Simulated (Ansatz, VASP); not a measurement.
NaCl: VASP beside Ansatz

File POSCAR:

```
NaCl
1.0
    0.0000000000      3.0693665954      3.1216586827
    3.0693665954      0.0000000000      3.1216586827
    3.0693665954      3.0693665954      0.0000000000
Na Cl
1 1
Direct
    0.0000000000      0.0000000000      0.0000000000
    0.2500000000      0.2500000000      0.2500000000
```

File INCAR.step1:

```
SYSTEM = NaCl
PREC     = Accurate       ! precision mode
ENCUT    = 520            ! plane-wave cutoff, eV
ISMEAR   = 0              ! smearing method
SIGMA    = 0.01           ! smearing width, eV
LREAL    = .FALSE.        ! projectors in reciprocal space
LASPH    = .TRUE.         ! aspherical terms in the spheres
NELM     = 60             ! most SCF steps
NBANDS   = 14             ! bands
GGA      = PE             ! functional
ALGO     = Normal         ! electronic algorithm
EDIFF    = 1E-4           ! SCF threshold, eV
LWAVE    = .TRUE.         ! write WAVECAR
LCHARG   = .FALSE.        ! write CHGCAR
```

INCAR.step2

```
SYSTEM = NaCl
PREC     = Accurate       ! precision mode
ENCUT    = 520            ! plane-wave cutoff, eV
EDIFF    = 1E-7           ! SCF threshold, eV
ISMEAR   = 0              ! smearing method
SIGMA    = 0.01           ! smearing width, eV
LREAL    = .FALSE.        ! projectors in reciprocal space
LASPH    = .TRUE.         ! aspherical terms in the spheres
NELM     = 60             ! most SCF steps
ALGO     = Normal         ! electronic algorithm
ISIF     = 2              ! what is computed and relaxed
LWAVE    = .FALSE.        ! write WAVECAR
LCHARG   = .FALSE.        ! write CHGCAR
METAGGA  = R2SCAN         ! meta-GGA
LMIXTAU  = .TRUE.       
NBANDS   = 14             ! bands
ISTART   = 1
```

File KPOINTS:

```
regular mesh
0
G
  8 8 8
  0 0 0
```

Input for Ansatz:

```yaml
crystal:
  lattice:
    - [0.0, 3.0693665954, 3.1216586827]
    - [3.0693665954, 0.0, 3.1216586827]
    - [3.0693665954, 3.0693665954, 0.0]
  atoms:
    - { symbol: Na, position: [0.0, 0.0, 0.0] }
    - { symbol: Cl, position: [0.25, 0.25, 0.25] }
kpoints:
  mp_grid: { grid: [8, 8, 8] }
  band_path:
    path:
      - [0.0, 0.0, 0.0]
      - [-0.5, -0.5, 0.0]
      - [-0.375, -0.375, 0.25]
      - [-0.375, 0.0, 0.375]
      - [0.0, 0.0, 0.5]
      - [-0.5, -0.25, 0.25]
    npoints: 1
hamiltonian:
  xc: r2scan
scf:
  occupations: { method: fixed }
  n_extra_bands: 4
output:
  forces: true
  stress: true
  eigenvalues: true
```

Change from the starting cell: epitaxial_xy strain -0.6%.

Alike in both runs: task single point; functional r2SCAN; k mesh 8 × 8 × 8; no spin polarisation.

```csv
,VASP,Ansatz
version,VASP 6.6.1,Ansatz 0.2.0
potentials or method,"VASP PAW PBE potentials, release 64 (Na_pv, Cl)","plane waves, PAW"
plane-wave cutoff (eV),520,500
occupations,"gaussian, width 0.01 eV",fixed
valence electrons in the cell,14,16
```

```csv
,VASP,Ansatz,Ansatz less VASP
gap on the k mesh at the Fermi level (eV),5.56,5.55,-0.015
pressure (GPa),-0.1,0.0,+0.13
```

VASP's potentials were made for PBE, not for r2SCAN. VASP's potentials hold 14 valence electrons a cell and Ansatz's 16, so a difference there can come from the potentials and not from the codes.
